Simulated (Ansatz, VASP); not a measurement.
Two plane-wave programs on CdH2

```
Cd H
1.0
     0.00000    2.55277    2.55277
     2.55277    0.00000    2.55277
     2.55277    2.55277    0.00000
Cd H
1 2
Direct
  0.00000 0.00000 0.00000
  0.25000 0.25000 0.25000
  0.75000 0.75000 0.75000
```

Alike in both runs: functional PBE; k mesh 11 × 11 × 11; occupations fermi-dirac, width 0.05 eV; no spin polarisation.

Ansatz relaxed the structure, and its values are those at the end. VASP's run is a single point on that final structure, the one shown.

|  | VASP | Ansatz |
| --- | --- | --- |
| version | VASP 6.6.1 | Ansatz 0.2.0 |
| potentials or method | VASP PAW PBE potentials, release 64 (Cd, H) | PAW with Ansatz's default frozen-core files, scalar-relativistic |
| plane-wave cutoff (eV) | 520 | 420 |
| valence electrons in the cell | 14 | 22 |

VASP gave:

```
pressure (GPa) : 0.3
```

Task: Estimate Ansatz's values.

Result: Pressure (GPa): 0.0.

With one functional, cell and mesh, what is left measures potentials, basis and numerics. VASP's potentials hold 14 valence electrons a cell and Ansatz's 22, so a difference there can come from the potentials and not from the codes.
